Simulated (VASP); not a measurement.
# NbSb (wurtzite type) (P6_3mc) in VASP: a series of runs

Runs on NbSb (wurtzite type). Level: PBE. Tasks: single point, relaxation of cell and atoms.

Everything below comes from runs of VASP 6.6.1. Logs are shortened: lines on timing, memory, paths and dates and some standing lists are left out, and cuts for length are marked.

### Step 1. The cell of the first run

Symmetry: P6_3mc, No. 186, hexagonal system. The conventional cell has a = 3.182 Å, b = 3.182 Å, c = 10.135 Å, α = 90.00°, β = 90.00°, γ = 120.00°. Within 3.7 Å of Nb (site symmetry 3m) lie 4 Sb at 2.82 to 2.90 Å and 6 Nb at 3.18 Å. Sb (site symmetry 3m) has 4 Nb at 2.82 to 2.90 Å and 6 Sb at 3.18 Å within 3.7 Å.

### Step 2. Single point, PBE

Contents of INCAR:

```
SYSTEM = NbSb
  PREC = Accurate
  ENCUT = 520
  EDIFF = 1E-7
  ISMEAR = -1
  SIGMA = 0.05
  LREAL = .FALSE.
  LASPH = .TRUE.
  NELM = 100
  ALGO = Normal
  ISIF = 2
  LWAVE = .FALSE.
  LCHARG = .TRUE.
  GGA = PE
  LELF = .TRUE.
  LVHAR = .TRUE.
  NBANDS = 26
```

Contents of KPOINTS:

```
Automatic mesh
0
G
  8 8 5
  0 0 0
```

Contents of POSCAR:

```
NbSb
1.0
    3.1820714773      0.0000000000      0.0000000000
   -1.5910357387      2.7557547360      0.0000000000
    0.0000000000      0.0000000000     10.1345947828
Nb Sb
2 2
Direct
    0.3333333333      0.6666666667      0.0488841903
    0.6666666667      0.3333333333      0.5488841903
    0.3333333333      0.6666666667      0.3271158097
    0.6666666667      0.3333333333      0.8271158097
```

Potentials or basis: VASP PAW PBE potentials, release 64 (Nb_sv, Sb).

The run is started by

```sh
$ cat potpaw_PBE.64/Nb_sv/POTCAR potpaw_PBE.64/Sb/POTCAR > POTCAR
$ mpirun -np 1 vasp_std > vasp.out
```

OUTCAR:

```text
SYSTEM = NbSb
   PREC = Accurate
   ENCUT = 520
   EDIFF = 1E-7
   ISMEAR = -1
   LREAL = .FALSE.
   LASPH = .TRUE.
   NELM = 100
   ISIF = 2
   GGA = PE

 ion  position               nearest neighbor table
   1  0.333  0.667  0.049-   3 2.82   4 2.90   4 2.90   4 2.90
   2  0.667  0.333  0.549-   4 2.82   3 2.90   3 2.90   3 2.90
   3  0.333  0.667  0.327-   1 2.82   2 2.90   2 2.90   2 2.90
   4  0.667  0.333  0.827-   2 2.82   1 2.90   1 2.90   1 2.90

  LATTYP: Found a hexagonal cell.
 ALAT       =     3.1820714773
 C/A-ratio  =     3.1849048191

  Lattice vectors:

 A1 = (   3.1820714773,   0.0000000000,   0.0000000000)
 A2 = (  -1.5910357387,   2.7557547360,   0.0000000000)
 A3 = (   0.0000000000,   0.0000000000,  10.1345947828)

Analysis of symmetry for initial positions (statically):
=====================================================================
 Subroutine PRICEL returns:
 Original cell was already a primitive cell.

 Routine SETGRP: Setting up the symmetry group for a
 hexagonal supercell.

 Subroutine GETGRP returns: Found 12 space group operations
 (whereof  6 operations were pure point group operations)
 out of a pool of 24 trial point group operations.

The static configuration has the point symmetry C_3v.
 The point group associated with its full space group is C_6v.

Analysis of symmetry for dynamics (positions and initial velocities):
=====================================================================
 Subroutine PRICEL returns:
 Original cell was already a primitive cell.

 Routine SETGRP: Setting up the symmetry group for a
 hexagonal supercell.

 Subroutine GETGRP returns: Found 12 space group operations
 (whereof  6 operations were pure point group operations)
 out of a pool of 24 trial point group operations.

The dynamic configuration has the point symmetry C_3v.
 The point group associated with its full space group is C_6v.

 Subroutine INISYM returns: Found 12 space group operations
 (whereof  6 operations are pure point group operations),
 and found     1 'primitive' translations

----------------------------------------------------------------------------------------

                                     Primitive cell

  volume of cell :      88.8703

  direct lattice vectors                    reciprocal lattice vectors
     3.182071477  0.000000000  0.000000000     0.314260697  0.181438498  0.000000000
    -1.591035739  2.755754736  0.000000000     0.000000000  0.362876996  0.000000000
     0.000000000  0.000000000 10.134594783     0.000000000  0.000000000  0.098671927

  length of vectors
     3.182071477  3.182071477 10.134594783     0.362876996  0.362876996  0.098671927

  position of ions in fractional coordinates (direct lattice)
     0.333333333  0.666666667  0.048884190
     0.666666667  0.333333333  0.548884190
     0.333333333  0.666666667  0.327115810
     0.666666667  0.333333333  0.827115810

  ion indices of the primitive-cell ions
   primitive index   ion index
                 1           1
                 2           2
                 3           3
                 4           4

----------------------------------------------------------------------------------------

 KPOINTS: Automatic mesh

Automatic generation of k-mesh.
 Grid dimensions read from file:
 generate k-points for:    8    8    5

 Generating k-lattice:

  Cartesian coordinates                     Fractional coordinates (reciprocal lattice)
     0.039282587  0.022679812  0.000000000     0.125000000 -0.000000000  0.000000000
     0.000000000  0.045359624  0.000000000     0.000000000  0.125000000  0.000000000
     0.000000000  0.000000000  0.019734385     0.000000000  0.000000000  0.200000000

  Length of vectors
     0.045359624  0.045359624  0.019734385

  Shift w.r.t. Gamma in fractional coordinates (k-lattice)
     0.000000000  0.000000000  0.000000000

 Subroutine IBZKPT returns following result:
 ===========================================

 Found     30 irreducible k-points:

 Following reciprocal coordinates:
            Coordinates               Weight
  0.000000  0.000000  0.000000      1.000000
  0.125000  0.000000  0.000000      6.000000
  0.250000  0.000000  0.000000      6.000000
  0.375000  0.000000  0.000000      6.000000
  0.500000  0.000000  0.000000      3.000000
  0.125000  0.125000  0.000000      6.000000
[... 16 lines left out ...]
  0.250000  0.000000  0.400000     12.000000
  0.375000  0.000000  0.400000     12.000000
 [... further k-points ...]
   k-points           NKPTS =     30   k-points in BZ     NKDIM =     30   number of bands    NBANDS=     26
   number of dos      NEDOS =    301   number of ions     NIONS =      4
   total plane-waves  NPLWV =  46080
   dimension x,y,z NGX =    24 NGY =   24 NGZ =   80
   dimension x,y,z NGXF=    48 NGYF=   48 NGZF=  160
   ions per type =               2   2
   NGX,Y,Z   is equivalent  to a cutoff of  12.54, 12.54, 13.12 a.u.
   NGXF,Y,Z  is equivalent  to a cutoff of  25.08, 25.08, 26.25 a.u.
 SYSTEM =  NbSb
   PREC   = accura    normal or accurate (medium, high low for compatibility)
   ISTART =      0    job   : 0-new  1-cont  2-samecut
   ICHARG =      2    charge: 1-file 2-atom 10-const
   ISPIN  =      1    spin polarized calculation?
   LNONCOLLINEAR =      F non collinear calculations
   LSORBIT =      F    spin-orbit coupling
   LASPH  =      T    aspherical Exc in radial PAW
   ENCUT  =  520.0 eV  38.22 Ry    6.18 a.u.   5.92  5.92 18.84*2*pi/ulx,y,z
   NELM   =    100;   NELMIN=  2; NELMDL= -5     # of ELM steps
   EDIFF  = 0.1E-06   stopping-criterion for ELM
   LREAL  =      F    real-space projection
   EDIFFG = 0.1E-05   stopping-criterion for IOM
   NSW    =      0    number of steps for IOM
   IBRION =     -1    ionic relax: 0-MD 1-quasi-New 2-CG
   NFREE  =      0    steps in history (QN), initial steepest desc. (CG)
   ISIF   =      2    stress and relaxation
   ISYM   =      2    0-nonsym 1-usesym 2-fastsym
   POTIM  = 0.5000    time-step for ionic-motion
   TEBEG  =    0.0;   TEEND  =   0.0 temperature during run
   PSTRESS=    0.0 pullay stress
   NELECT =      36.0000    total number of electrons
   NUPDOWN=      -1.0000    fix difference up-down
   EMIN   =  10.00;   EMAX   =-10.00  energy-range for DOS
   EFERMI =   0.00;   METHOD = LEGACY
   ISMEAR =    -1;   SIGMA  =   0.05  broadening in eV -4-tet -1-fermi 0-gaus
   EFERMI_NEDOS =   21; number of points for ismear=-14 and -15
   IALGO  =     38    algorithm
   IMIX   =      4    mixing-type and parameters
     AMIX     =   0.40;   BMIX     =  1.00
     AMIX_MAG =   1.60;   BMIX_MAG =  1.00
  volume/ion in A,a.u.               =      22.22       149.93
  Fermi-wavevector in a.u.,A,eV,Ry     =   1.211314  2.289051 19.963575  1.467281
  Thomas-Fermi vector in A             =   2.346833
   LORBIT       =      0    0 simple, 1 ext, 2 COOP (PROOUT), +10 PAW based schemes
   GGA     = PE    functional components
[... 5 lines left out ...]
 non-spin polarized calculation
  energy-cutoff  :      520.00
  volume of cell :       88.87
 maximum number of plane-waves:      2411
 NGX is ok and might be reduce to    24
   NGX = 11   NGY = 11   NGZ = 37

 number of electron      35.9999997 magnetization

 Free energy of the ion-electron system (eV)
  ---------------------------------------------------
  ext. energy  EPLUGINS =         0.00000000
  ---------------------------------------------------
  free energy    TOTEN  =       -27.22429521 eV

  energy without entropy =      -27.17358574  energy(sigma->0) =      -27.19894048

 E-fermi :   9.8694     XC(G=0): -11.2055

 val. band max:        9.8685566390   @ k =   0.2500   0.2500   0.0000
 cond. band min:       9.8775973773   @ k =   0.2500   0.0000   0.4000
 fundamental gap:      0.0090407383
 Fermi energy:         9.8694326946

 k-point     1 :       0.0000    0.0000    0.0000
  band No.  band energies     occupation
      1     -45.1151      2.00000
      2     -45.1150      2.00000
      3     -21.3274      2.00000
      4     -21.3215      2.00000
      5     -20.8455      2.00000
      6     -20.8455      2.00000
[... 18 lines left out ...]
     25      15.8288      0.00000
     26      15.8288      0.00000

 k-point     2 :       0.1250    0.0000    0.0000
  band No.  band energies     occupation
      1     -45.1067      2.00000
      2     -45.1067      2.00000
      3     -21.3153      2.00000
      4     -21.3098      2.00000
      5     -20.9193      2.00000
      6     -20.9189      2.00000
[... 18 lines left out ...]
     25      14.7981      0.00000
     26      15.1250      0.00000

 k-point     3 :       0.2500    0.0000    0.0000
  band No.  band energies     occupation
      1     -45.0865      2.00000
      2     -45.0864      2.00000
      3     -21.2857      2.00000
      4     -21.2817      2.00000
      5     -21.0943      2.00000
      6     -21.0938      2.00000
[... 18 lines left out ...]
     25      13.3056      0.00000
     26      13.9867      0.00000

 k-point     4 :       0.3750    0.0000    0.0000
  band No.  band energies     occupation
      1     -45.0661      2.00000
      2     -45.0661      2.00000
      3     -21.2675      2.00000
      4     -21.2671      2.00000
      5     -21.2535      2.00000
      6     -21.2507      2.00000
[... 18 lines left out ...]
     25      13.2544      0.00000
     26      13.3668      0.00000

 k-point     5 :       0.5000    0.0000    0.0000
  band No.  band energies     occupation
      1     -45.0576      2.00000
      2     -45.0576      2.00000
      3     -21.3351      2.00000
      4     -21.3344      2.00000
      5     -21.2428      2.00000
      6     -21.2414      2.00000
[... 18 lines left out ...]
     25      13.5534      0.00000
     26      13.6224      0.00000

 k-point     6 :       0.1250    0.1250    0.0000
  band No.  band energies     occupation
      1     -45.0924      2.00000
      2     -45.0923      2.00000
      3     -21.2944      2.00000
      4     -21.2899      2.00000
      5     -21.0352      2.00000
      6     -21.0350      2.00000
[... 427 lines left out ...]
 k-point    21 :       0.0000    0.0000    0.4000
  band No.  band energies     occupation
      1     -45.1151      2.00000
      2     -45.1150      2.00000
      3     -21.3254      2.00000
      4     -21.3235      2.00000
      5     -20.8454      2.00000
      6     -20.8454      2.00000
[... 18 lines left out ...]
     25      16.1026      0.00000
     26      16.1063      0.00000

 k-point    22 :       0.1250    0.0000    0.4000
  band No.  band energies     occupation
      1     -45.1067      2.00000
      2     -45.1067      2.00000
      3     -21.3134      2.00000
      4     -21.3117      2.00000
      5     -20.9192      2.00000
      6     -20.9190      2.00000
[... 18 lines left out ...]
     25      14.3242      0.00000
     26      14.8022      0.00000

 k-point    23 :       0.2500    0.0000    0.4000
  band No.  band energies     occupation
      1     -45.0864      2.00000
      2     -45.0864      2.00000
      3     -21.2843      2.00000
      4     -21.2831      2.00000
      5     -21.0941      2.00000
      6     -21.0940      2.00000
[... 18 lines left out ...]
     25      14.2699      0.00000
     26      14.4596      0.00000

 k-point    24 :       0.3750    0.0000    0.4000
  band No.  band energies     occupation
      1     -45.0661      2.00000
      2     -45.0661      2.00000
      3     -21.2674      2.00000
      4     -21.2672      2.00000
      5     -21.2526      2.00000
      6     -21.2517      2.00000
[... 18 lines left out ...]
     25      13.7640      0.00000
     26      14.2211      0.00000

 [... further k-points ...]
[... 5 lines left out ...]
  --------------------------------------------------------------------------------------
  -------------------------------------------------------------------------------------
  Total       -0.0672842     -0.0672842     -0.1327512      0.0000000      0.0000000      0.0000000
  in kB       -1.2130168     -1.2130168     -2.3932730      0.0000000      0.0000000      0.0000000
  external PRESSURE =      -1.6064356 kB  Pullay stress =       0.0000000 kB

 VOLUME and BASIS-vectors are now :
 -----------------------------------------------------------------------------
  energy-cutoff  :      520.00
  volume of cell :       88.87
      direct lattice vectors                 reciprocal lattice vectors
     3.182071477  0.000000000  0.000000000     0.314260697  0.181438498  0.000000000
    -1.591035739  2.755754736  0.000000000     0.000000000  0.362876996  0.000000000
     0.000000000  0.000000000 10.134594783     0.000000000  0.000000000  0.098671927

 POSITION                                       TOTAL-FORCE (eV/Angst)
 -----------------------------------------------------------------------------------
     -0.00000      1.83717      0.49542        -0.000000     -0.000000      0.004773
      1.59104      0.91858      5.56272         0.000000      0.000000      0.004773
     -0.00000      1.83717      3.31519        -0.000000     -0.000000     -0.004773
      1.59104      0.91858      8.38248         0.000000     -0.000000     -0.004773
 -----------------------------------------------------------------------------------
    total drift:                               -0.000000      0.000000      0.000539

  FREE ENERGIE OF THE ION-ELECTRON SYSTEM (eV)
  ---------------------------------------------------
  free  energy   TOTEN  =       -27.2242952089 eV

  energy  without entropy=      -27.1735857439  energy(sigma->0) =      -27.19894048
```

It took 38 s on 1 thread of Intel Xeon 6975P-C (Granite Rapids), shared host; peak memory 0.23 GiB.

Results:

```yaml
Free_energy: -27.2243 eV
Pressure: -0.2 GPa
Largest_force: 0.005 eV/Å
Band_gap_on_the_k_mesh: zero (band 18 reaches 10.43 eV, above the bottom of band 19 at 9.51 eV)
```

Forces in eV/Å, atoms in the order of the input:
```
Nb   0.000  0.000  0.005
Nb   0.000  0.000  0.005
Sb   0.000  0.000 -0.005
Sb   0.000  0.000 -0.005
```

Levels at points of the mesh, in eV from the Fermi level:
```csv
k point,band 13,band 14,band 15,band 16,band 17,band 18,band 19,band 20,band 21,band 22
"(0.00, 0.00, 0.00)",-2.73,-2.12,0.22,0.22,0.24,0.24,1.53,1.53,1.83,1.83
"(0.50, 0.00, 0.00)",-3.24,-2.59,-2.04,-1.60,-0.62,-0.17,0.21,0.72,2.68,3.01
```

Caveat: spin-orbit coupling is left out, which moves the levels of the heavy elements.

(Continued in part 2 of 2.)
